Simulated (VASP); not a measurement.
# Mn in VASP: notebook

Runs on Mn. Level: PBE. Tasks: single point.

Program: VASP 6.6.1. These are calculated values, not measurements. Logs are shortened: lines on timing, memory, paths and dates and some standing lists are left out, and cuts for length are marked.

## 1. The cell of the first run

The structure is cubic, space group Fm-3m (No. 225). The conventional cell has a = 3.797 Å, b = 3.797 Å, c = 3.797 Å, α = 90.00°, β = 90.00°, γ = 90.00°. Within 3.5 Å of Mn (site symmetry m-3m) lie 12 Mn at 2.69 Å.

This isn't the form of Mn at room conditions, which is a 58-atom cubic cell.

## 2. Single point, PBE, collinear spin, ferromagnetic start

INCAR

```
SYSTEM = Mn
PREC     = Accurate       ! precision mode
ENCUT    = 500            ! plane-wave cutoff, eV
EDIFF    = 1E-6           ! SCF threshold, eV
ISMEAR   = 0              ! smearing method
SIGMA    = 0.1            ! smearing width, eV
LREAL    = .FALSE.        ! projectors in reciprocal space
LASPH    = .TRUE.         ! aspherical terms in the spheres
NELM     = 200            ! most SCF steps
ALGO     = Normal         ! electronic algorithm
ISIF     = 2              ! what is computed and relaxed
LWAVE    = .FALSE.        ! write WAVECAR
LCHARG   = .TRUE.         ! write CHGCAR
ISPIN    = 2              ! spin polarisation
MAGMOM   = 4              ! initial moments
LORBIT   = 11             ! projections on sites
LMAXMIX  = 4              ! l up to which the mixer works
GGA      = PE             ! functional
LELF     = .TRUE.         ! ELF
LVHAR    = .TRUE.       
NBANDS   = 16             ! bands
GGA_COMPAT= .FALSE.
```

KPOINTS

```
Automatic mesh
0
G
  8 8 8
  0 0 0
```

POSCAR

```
Mn
1.0
    0.0000000000      1.8987242364      1.8987242364
    1.8987242364      0.0000000000      1.8987242364
    1.8987242364      1.8987242364      0.0000000000
Mn
1
Direct
    0.0000000000      0.0000000000      0.0000000000
```

Potentials or basis: VASP PAW PBE potentials, release 64 (Mn_pv).

On the command line:

```bash
cat potpaw_PBE.64/Mn_pv/POTCAR > POTCAR
mpirun -np 1 vasp_std > vasp.out
```

OUTCAR:

```text
SYSTEM = Mn
   PREC = Accurate
   ENCUT = 500
   EDIFF = 1E-6
   ISMEAR = 0
   LREAL = .FALSE.
   LASPH = .TRUE.
   NELM = 200
   ISIF = 2
   ISPIN = 2
   LORBIT = 11
   GGA = PE

 ion  position               nearest neighbor table
   1  0.000  0.000  0.000-

  LATTYP: Found a face centered cubic cell.
 ALAT       =     3.7974484728

  Lattice vectors:

 A1 = (   0.0000000000,   1.8987242364,   1.8987242364)
 A2 = (   1.8987242364,   0.0000000000,   1.8987242364)
 A3 = (   1.8987242364,   1.8987242364,   0.0000000000)

Analysis of symmetry for initial positions (statically):
=====================================================================
 Subroutine PRICEL returns:
 Original cell was already a primitive cell.

 Routine SETGRP: Setting up the symmetry group for a
 face centered cubic supercell.

 Subroutine GETGRP returns: Found 48 space group operations
 (whereof 48 operations were pure point group operations)
 out of a pool of 48 trial point group operations.

The static configuration has the point symmetry O_h .

Analysis of symmetry for dynamics (positions and initial velocities):
=====================================================================
 Subroutine PRICEL returns:
 Original cell was already a primitive cell.

 Routine SETGRP: Setting up the symmetry group for a
 face centered cubic supercell.

 Subroutine GETGRP returns: Found 48 space group operations
 (whereof 48 operations were pure point group operations)
 out of a pool of 48 trial point group operations.

The dynamic configuration has the point symmetry O_h .

Analysis of structural, dynamic, and magnetic symmetry:
=====================================================================
 Subroutine PRICEL returns:
 Original cell was already a primitive cell.

 Routine SETGRP: Setting up the symmetry group for a
 face centered cubic supercell.

 Subroutine GETGRP returns: Found 48 space group operations
 (whereof 48 operations were pure point group operations)
 out of a pool of 48 trial point group operations.

The overall configuration has the point symmetry O_h .

 Subroutine INISYM returns: Found 48 space group operations
 (whereof 48 operations are pure point group operations),
 and found     1 'primitive' translations

----------------------------------------------------------------------------------------

                                     Primitive cell

  volume of cell :      13.6904

  direct lattice vectors                    reciprocal lattice vectors
[... 95 lines left out ...]
   PSTRESS=    0.0 pullay stress
   NELECT =      13.0000    total number of electrons
   NUPDOWN=      -1.0000    fix difference up-down
   EMIN   =  10.00;   EMAX   =-10.00  energy-range for DOS
   EFERMI =   0.00;   METHOD = LEGACY
   ISMEAR =     0;   SIGMA  =   0.10  broadening in eV -4-tet -1-fermi 0-gaus
   EFERMI_NEDOS =   21; number of points for ismear=-14 and -15
   IALGO  =     38    algorithm
   IMIX   =      4    mixing-type and parameters
     AMIX     =   0.40;   BMIX     =  1.00
     AMIX_MAG =   1.60;   BMIX_MAG =  1.00
  volume/ion in A,a.u.               =      13.69        92.39
  Fermi-wavevector in a.u.,A,eV,Ry     =   1.609104  3.040765 35.228409  2.589215
  Thomas-Fermi vector in A             =   2.704867
   LORBIT       =     11    0 simple, 1 ext, 2 COOP (PROOUT), +10 PAW based schemes
   GGA     = PE    functional components
   LHFCALC =     F    Hartree Fock is set to
   AEXX    =    0.0000 exact exchange contribution
   IVDW    =     0    specifies the selected vdW correction
   LEPSILON=     F    determine dielectric tensor
   LRPA    =     F    only Hartree local field effects (RPA)
 spin polarized calculation
 Gauss-broadening in eV      SIGMA  =   0.10
  energy-cutoff  :      500.00
  volume of cell :       13.69
 maximum number of plane-waves:       360
   NGX =  9   NGY =  9   NGZ =  9

 number of electron      13.0000008 magnetization       1.6436288

 Free energy of the ion-electron system (eV)
  ---------------------------------------------------
  ext. energy  EPLUGINS =         0.00000000
  ---------------------------------------------------
  free energy    TOTEN  =        -8.51525062 eV

  energy without entropy =       -8.50678396  energy(sigma->0) =       -8.51101729

 E-fermi :   7.5192     XC(G=0): -12.5922

 val. band max:        7.4953396663   @ k =   0.3750   0.2500   0.1250
 cond. band min:       7.5219050065   @ k =   0.5000   0.0000   0.0000
 fundamental gap:      0.0265653402
 Fermi energy:         7.5191735723

 spin component 1

 k-point     1 :       0.0000    0.0000    0.0000
  band No.  band energies     occupation
      1     -41.0103      1.00000
      2     -41.0103      1.00000
      3     -41.0103      1.00000
      4       0.1109      1.00000
      5       6.1499      1.00000
      6       6.1500      1.00000
[... 435 lines left out ...]
      5       5.0259      1.00000
      6       5.9999      1.00000
[... 8 lines left out ...]
     15      37.8368      0.00000
     16      39.2666      0.00000

 [... further k-points ...]

 spin component 2

 k-point     1 :       0.0000    0.0000    0.0000
  band No.  band energies     occupation
      1     -39.2166      1.00000
      2     -39.2166      1.00000
      3     -39.2166      1.00000
      4       0.3509      1.00000
      5       7.3842      0.97187
      6       7.3842      0.97187
[... 435 lines left out ...]
      5       6.4150      1.00000
      6       7.0076      1.00000
[... 8 lines left out ...]
     15      39.5419      0.00000
     16      40.3762      0.00000

 [... further k-points ...]
[... 5 lines left out ...]
  --------------------------------------------------------------------------------------
  -------------------------------------------------------------------------------------
  Total       -2.3474715     -2.3474715     -2.3474715      0.0000000     -0.0000000      0.0000000
  in kB     -274.7231325   -274.7231325   -274.7231325      0.0000000     -0.0000000      0.0000000
  external PRESSURE =    -274.7231325 kB  Pullay stress =       0.0000000 kB

 VOLUME and BASIS-vectors are now :
 -----------------------------------------------------------------------------
  energy-cutoff  :      500.00
  volume of cell :       13.69
      direct lattice vectors                 reciprocal lattice vectors
     0.000000000  1.898724236  1.898724236    -0.263334712  0.263334712  0.263334712
     1.898724236  0.000000000  1.898724236     0.263334712 -0.263334712  0.263334712
     1.898724236  1.898724236  0.000000000     0.263334712  0.263334712 -0.263334712

 POSITION                                       TOTAL-FORCE (eV/Angst)
 -----------------------------------------------------------------------------------
      0.00000      0.00000      0.00000         0.000000      0.000000      0.000000
 -----------------------------------------------------------------------------------
    total drift:                                0.000000      0.000000      0.000000

  FREE ENERGIE OF THE ION-ELECTRON SYSTEM (eV)
  ---------------------------------------------------
  free  energy   TOTEN  =        -8.5152506179 eV

  energy  without entropy=       -8.5067839576  energy(sigma->0) =       -8.51101729

 total charge

# of ion       s       p       d       tot
------------------------------------------
    1        0.346   6.271   4.982  11.599

 magnetization (x)

# of ion       s       p       d       tot
------------------------------------------
    1       -0.006  -0.012   1.653   1.635
```

OSZICAR:

```text
N       E                     dE             d eps       ncg     rms          rms(c)
DAV:   1     0.876525264576E+02    0.87653E+02   -0.68727E+03  1880   0.970E+02
DAV:   2    -0.708439251329E+01   -0.94737E+02   -0.89454E+02  2016   0.265E+02
DAV:   3    -0.914665936950E+01   -0.20623E+01   -0.20583E+01  2168   0.419E+01
DAV:   4    -0.915663950178E+01   -0.99801E-02   -0.99798E-02  2240   0.288E+00
DAV:   5    -0.915673247416E+01   -0.92972E-04   -0.92973E-04  2256   0.265E-01    0.130E+01
DAV:   6    -0.847372429589E+01    0.68301E+00   -0.22434E+00  2336   0.271E+01    0.401E+00
DAV:   7    -0.850409225486E+01   -0.30368E-01   -0.17612E-01  2184   0.504E+00    0.250E+00
DAV:   8    -0.851131445766E+01   -0.72222E-02   -0.60110E-03  2304   0.988E-01    0.823E-01
DAV:   9    -0.851217431613E+01   -0.85986E-03   -0.29573E-03  2480   0.718E-01    0.533E-01
DAV:  10    -0.851484118047E+01   -0.26669E-02   -0.19916E-03  2264   0.413E-01    0.363E-01
DAV:  11    -0.851492865473E+01   -0.87474E-04   -0.63677E-04  2512   0.350E-01    0.180E-01
DAV:  12    -0.851511671728E+01   -0.18806E-03   -0.51826E-05  2144   0.831E-02    0.117E-01
DAV:  13    -0.851524764187E+01   -0.13092E-03   -0.73494E-05  2336   0.844E-02    0.154E-02
DAV:  14    -0.851525027029E+01   -0.26284E-05   -0.77013E-06  2112   0.221E-02    0.671E-03
DAV:  15    -0.851525061792E+01   -0.34763E-06   -0.11133E-07  1240   0.411E-03
   1 F= -.85152506E+01 E0= -.85110173E+01  d E =-.846666E-02  mag=     1.6441
```

Run time: 7.1 s. Hardware: 1 thread of Intel Xeon 6975P-C (Granite Rapids), shared host; peak memory 0.13 GiB.

Results:

| Item | Value |
| --- | --- |
| Free energy | -8.5153 eV |
| Pressure | -27.5 GPa |
| Net moment | 1.64 μB per cell |
| Site moments | Mn +1.64 μB |
| Valence electrons inside the program's atomic spheres | Mn 11.60 |

Levels at points of the mesh, in eV from the Fermi level:
Spin up:
| k point | band 5 | band 6 | band 7 | band 8 | band 9 | band 10 |
| --- | --- | --- | --- | --- | --- | --- |
| (0.00, 0.00, 0.00) | -1.37 | -1.37 | -1.37 | -0.57 | -0.57 | 19.65 |
| (0.50, 0.00, 0.00) | -1.64 | -1.64 | 0.19 | 0.46 | 0.46 | 6.23 |
| (0.50, 0.50, 0.00) | -3.26 | 0.19 | 0.80 | 0.80 | 2.58 | 9.09 |
Spin down:
```
           k point  band 4  band 5  band 6  band 7  band 8  band 9
(0.00, 0.00, 0.00)   -7.17   -0.13   -0.13   -0.13    1.56    1.56
(0.50, 0.00, 0.00)   -3.10    0.00    0.00    0.35    2.18    2.18
(0.50, 0.50, 0.00)   -2.73   -2.27    2.19    2.19    2.41    2.81
```

Caveat: the cell stands under tension.

## 3. Single point, PBE, collinear spin, ferromagnetic start

This run uses another cell than the first one, of 10.75 Å³/atom.

INCAR

```
PREC     = Accurate       # precision mode
ENCUT    = 500            # plane-wave cutoff, eV
EDIFF    = 1E-6           # SCF threshold, eV
ISMEAR   = 0              # smearing method
SIGMA    = 0.1            # smearing width, eV
LREAL    = F              # projectors in reciprocal space
LASPH    = T              # aspherical terms in the spheres
NELM     = 200            # most SCF steps
ALGO     = Normal         # electronic algorithm
ISIF     = 2              # what is computed and relaxed
LWAVE    = F              # write WAVECAR
LCHARG   = T              # write CHGCAR
ISPIN    = 2              # spin polarisation
MAGMOM   = 1.58           # initial moments
LORBIT   = 11             # projections on sites
LMAXMIX  = 4              # l up to which the mixer works
GGA      = PE             # functional
LELF     = T              # ELF
LVHAR    = T            
NBANDS   = 16             # bands
GGA_COMPAT= F
```

KPOINTS

```
regular mesh
0
Gamma
  10 10 10
```

POSCAR

```
Mn
1.0
   -1.2387102089      1.2387102089      1.7519985352
    1.2387102089     -1.2387102089      1.7519985352
    1.2387102089      1.2387102089     -1.7519985352
Mn
1
Direct
    0.0000000000      0.0000000000      0.0000000000
```

Potentials or basis: VASP PAW PBE potentials, release 64 (Mn_pv).

On the command line:

```bash
cat potpaw_PBE.64/Mn_pv/POTCAR > POTCAR
mpirun -np 1 vasp_std > vasp.out
```

It took 17 s on 1 thread of Intel Xeon 6975P-C (Granite Rapids), shared host; peak memory 0.14 GiB.

It converged, with:

```yaml
Free_energy: -8.9222 eV
Pressure: -0.2 GPa
Net_moment: 0.08 μB per cell
Site_moments: Mn +0.08 μB
Valence_electrons_inside_the_program's_atomic_spheres: Mn 11.98
```

Levels at points of the mesh, in eV from the Fermi level:
Spin up:
| k point | band 3 | band 4 | band 5 | band 6 | band 7 | band 8 | band 9 | band 10 | band 11 | band 12 |
| --- | --- | --- | --- | --- | --- | --- | --- | --- | --- | --- |
| (0.00, 0.00, 0.00) | -47.69 | -8.28 | -1.15 | -1.15 | -1.15 | 0.49 | 0.49 | 21.44 | 27.21 | 27.22 |
| (0.50, 0.00, 0.00) | -47.79 | -4.52 | -1.29 | -1.29 | 0.52 | 1.68 | 1.68 | 9.03 | 20.25 | 26.20 |
| (0.50, 0.50, 0.00) | -47.95 | -4.74 | -3.91 | 1.62 | 2.00 | 2.01 | 3.56 | 12.25 | 15.91 | 15.92 |
| (0.50, 0.50, 0.50) | -47.95 | -4.74 | -3.91 | 1.62 | 2.00 | 2.00 | 3.55 | 12.25 | 15.92 | 15.92 |
Spin down:
```
           k point  band 4  band 5  band 6  band 7  band 8  band 9
(0.00, 0.00, 0.00)   -8.26   -1.10   -1.10   -1.10    0.62    0.63
(0.50, 0.00, 0.00)   -4.49   -1.20   -1.20    0.53    1.77    1.77
(0.50, 0.50, 0.00)   -4.65   -3.87    1.76    2.06    2.06    3.57
(0.50, 0.50, 0.50)   -4.65   -3.87    1.76    2.06    2.06    3.57
```
